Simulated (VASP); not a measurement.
Wanted: the native input for a VASP 6.6.1 run.

* Task: single point
* Functional: r2SCAN
* Potentials or basis: VASP PAW PBE potentials, release 64 (Cs_sv, I)
* Cutoff: 550 eV
* k mesh: 6 × 6 × 6
* Occupations: gaussian, width 0.05 eV
* Spin: non-collinear spin, zero start, spin-orbit coupling
* Starting moments: [[0.0, 0.0, 0.0], [0.0, 0.0, 0.0]] μB
* Dipole correction: no
* Further INCAR settings: ALGO = Normal; EDIFF = 1e-06; NBANDS = 28

The system is CsI.

```xyz
2
Lattice="4.5667 0.0000 0.0000 0.0000 4.5667 0.0000 0.0000 0.0000 4.5667" Properties=species:S:1:pos:R:3 pbc="T T T"
Cs    0.0000    0.0000    0.0000
I     2.2834    2.2834    2.2834
```

These files were run (other wordings do the same):

POSCAR

```
CsI
1.0
    4.5667002916      0.0000000000      0.0000000000
    0.0000000000      4.5667002916      0.0000000000
    0.0000000000      0.0000000000      4.5667002916
Cs I
1 1
Direct
    0.0000000000      0.0000000000      0.0000000000
    0.5000000000      0.5000000000      0.5000000000
```

INCAR.step1

```
PREC = Accurate
ENCUT = 550
ISMEAR = 0
SIGMA = 0.05
LREAL = False
LASPH = True
NELM = 200
MAGMOM = 0 0 0 0 0 0
LSORBIT = True
GGA_COMPAT = False
NBANDS = 28
GGA = PE
ALGO = Normal
EDIFF = 1E-5
LWAVE = True
LCHARG = False
```

INCAR.step2

```
PREC = Accurate
ENCUT = 550
EDIFF = 1E-6
ISMEAR = 0
SIGMA = 0.05
LREAL = False
LASPH = True
NELM = 200
ALGO = Normal
ISIF = 2
LWAVE = False
LCHARG = False
MAGMOM = 0 0 0 0 0 0
LORBIT = 11
LSORBIT = True
GGA_COMPAT = False
LORBMOM = True
METAGGA = R2SCAN
LMIXTAU = True
NBANDS = 28
ISTART = 1
```

KPOINTS

```
regular mesh
0
Gamma
  6 6 6
```

Potentials or basis: VASP PAW PBE potentials, release 64 (Cs_sv, I).

Launch:

```bash
$ cat potpaw_PBE.64/Cs_sv/POTCAR potpaw_PBE.64/I/POTCAR > POTCAR
$ cp INCAR.step1 INCAR
$ mpirun -np 1 vasp_ncl > vasp.out
$ cp INCAR.step2 INCAR
$ mpirun -np 1 vasp_ncl > vasp.out
```

Results of the run:

```json
{
 "Pressure": "0.4 GPa",
 "Net moment": "0.00 μB per cell",
 "Valence electrons inside the program's atomic spheres": "Cs 6.59; I 4.38"
}
```

Caveat: the PAW data sets were made with another functional, which shifts forces and pressure a little.

It took 10 min on 1 thread of Intel(R) Xeon(R) Platinum 8259CL CPU @ 2.50GHz (Skylake/Cascade Lake), on a shared host, peak memory 0.51 GiB.
